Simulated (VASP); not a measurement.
Set up this calculation in VASP 6.6.1, as the native input.

```yaml
Task: single point
Functional: PBEsol
Potentials_or_basis: VASP PAW PBE potentials, release 64 (C, Ga_d)
Cutoff: 520 eV
k_mesh: 2 × 2 × 1
Occupations: gaussian, width 0.05 eV
Spin: collinear spin, zero start
Starting_moments: "[0.0, 0.0, 0.0, 0.0, 0.0, 0.0, 0.0, 0.0, 0.0, 0.0, 0.0, 0.0, 0.0, 0.0, 0.0, 0.0, 0.0, 0.0, 0.0] μB"
Dipole_correction: no
Further_INCAR_settings: LREAL = Auto; ALGO = Normal; EDIFF = 1e-06; NBANDS = 62
```

The structure of GaC18 lies in POSCAR:

```
GaC18
1.0
    7.3980000000      0.0000000000      0.0000000000
   -3.6990000000      6.4068560000      0.0000000000
    0.0000000000      0.0000000000     12.0000000000
C Ga
18 1
Direct
   -0.0002519740     -0.0001081654      0.0805083333
    0.2219462699      0.1109909447      0.0805111667
   -0.0009278283      0.3318729186      0.0805759167
    0.2226402469      0.4436651924      0.0806075000
   -0.0009287002      0.6672339756      0.0805716667
    0.2226410329      0.7790106411      0.0806032500
    0.3335872047      0.0009224493      0.0806580000
    0.5552973678      0.1109907886      0.0805092500
    0.3335867490      0.3327009379      0.0806602500
    0.5552974682      0.4443424357      0.0805095000
    0.3344166966      0.6672253910      0.0806212500
    0.5563242367      0.7781799685      0.0806675000
    0.6663962884     -0.0001084775      0.0805108333
    0.8881032212      0.1099550232      0.0806436667
    0.6653575535      0.3326967236      0.0806345000
    0.8872793147      0.4436567639      0.0805580000
    0.6663961518      0.6665403437      0.0805106667
    0.8881029831      0.7781843388      0.0806415000
    0.1100133849      0.5550808384      0.2569967500
```

These files were run (other wordings do the same):

INCAR

```
SYSTEM = GaC18
PREC = Accurate
ENCUT = 520
EDIFF = 1E-6
ISMEAR = 0
SIGMA = 0.05
LREAL = Auto
LASPH = .TRUE.
NELM = 150
ALGO = Normal
ISIF = 2
LWAVE = .FALSE.
LCHARG = .FALSE.
ISPIN = 2
MAGMOM = 0 0 0 0 0 0 0 0 0 0 0 0 0 0 0 0 0 0 0
LORBIT = 11
GGA = PS
NBANDS = 62
```

KPOINTS

```
Automatic mesh
0
G
  2 2 1
  0 0 0
```

Potentials or basis: VASP PAW PBE potentials, release 64 (C, Ga_d).

Run with:

```console
$ cat potpaw_PBE.64/C/POTCAR potpaw_PBE.64/Ga_d/POTCAR > POTCAR
$ mpirun -np 1 vasp_std > vasp.out
```

Results of the run:

```yaml
Largest_force: 0.026 eV/Å
Net_moment: 0.00 μB per cell
Valence_electrons_inside_the_program's_atomic_spheres: C 2.65, 2.64 (each value once); Ga 11.44
```

Caveat: the k points lie up to 0.49 Å⁻¹ apart; the PAW data sets were made with another functional, which shifts forces and pressure a little.

Run time: 5.3 min on 1 thread of AMD EPYC 9R45 96-Core Processor (Zen 5), with other jobs on the host, peak memory 0.85 GiB.
